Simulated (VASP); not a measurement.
## Te2Mo: single point with PBE

Te2Mo:

```
CELL_PARAMETERS angstrom
3.51820 0.00000 0.00000
-1.75910 3.04685 0.00000
0.00000 0.00000 13.97360
ATOMIC_POSITIONS crystal
Te 0.33607 0.66523 0.62004
Te 0.67188 0.33684 0.12416
Te 0.33762 0.69214 0.88471
Te 0.67380 0.32702 0.37657
Mo 0.32539 0.66848 0.24923
Mo 0.65523 0.31029 0.74529
```

This cell differs from its parent crystal: atoms moved at random.

```yaml
Program: VASP 6.6.1
Task: single point
Functional: PBE
Potentials_or_basis: VASP PAW PBE potentials, release 64 (Te, Mo_sv)
Cutoff: 520 eV
k_mesh: 12 × 12 × 2
Occupations: gaussian, width 0.05 eV
Spin: no spin polarisation
```

```json
{
  "Pressure": "3.4 GPa",
  "Largest force": "2.198 eV/Å",
  "Band gap on the k mesh": "0.65 eV (least direct gap 0.91 eV)"
}
```

Forces on the atoms (eV/Å):
```
Te  -0.066 -0.535 -0.692
Te  -0.363 -0.035 -0.955
Te   0.116 -0.766 -1.078
Te  -0.481  0.158  0.640
Mo   0.841 -0.127  0.317
Mo  -0.047  1.304  1.769
```

Stress tensor (GPa, compression positive):
```
 2.37  0.50  0.11
 0.50  3.65 -0.18
 0.11 -0.18  4.04
```

Levels at points of the mesh, in eV from the valence-band top:
| k point | band 22 | band 23 | band 24 | band 25 | band 26 | band 27 | band 28 | band 29 | band 30 | band 31 |
| --- | --- | --- | --- | --- | --- | --- | --- | --- | --- | --- |
| (0.00, 0.00, 0.00) | -1.11 | -1.06 | -0.65 | -0.34 | 0.00 | 2.53 | 2.70 | 2.82 | 3.06 | 3.15 |
| (0.50, 0.00, 0.00) | -1.85 | -1.18 | -1.03 | -0.65 | -0.21 | 1.10 | 1.30 | 1.39 | 1.71 | 2.42 |
| (0.00, 0.50, 0.00) | -1.89 | -1.18 | -1.05 | -0.65 | -0.26 | 1.12 | 1.25 | 1.38 | 1.69 | 2.63 |
| (0.50, 0.50, 0.00) | -1.80 | -1.06 | -1.02 | -0.71 | -0.24 | 1.16 | 1.32 | 1.39 | 1.73 | 2.34 |
| (0.00, 0.00, 0.50) | -1.11 | -1.09 | -0.65 | -0.22 | -0.01 | 2.53 | 2.67 | 2.84 | 3.06 | 3.15 |
| (0.50, 0.00, 0.50) | -1.93 | -1.16 | -1.01 | -0.61 | -0.25 | 1.10 | 1.31 | 1.51 | 1.61 | 2.65 |
| (0.00, 0.50, 0.50) | -1.96 | -1.15 | -1.03 | -0.59 | -0.32 | 1.12 | 1.25 | 1.52 | 1.58 | 2.96 |
| (0.50, 0.50, 0.50) | -1.85 | -1.05 | -1.00 | -0.67 | -0.28 | 1.16 | 1.31 | 1.54 | 1.61 | 2.61 |

Run time: 7.2 min on 1 thread of Intel(R) Xeon(R) 6975P-C (Granite Rapids), with other jobs on the host, peak memory 0.72 GiB.

Caveat: the cell differs from its parent crystal (atoms moved at random); the cell stands under pressure; spin-orbit coupling is left out, which moves the levels of the heavy elements; forces of over 1 eV/Å act on the atoms, so gaps and moduli don't describe the material at rest. A k mesh can miss the band edges.
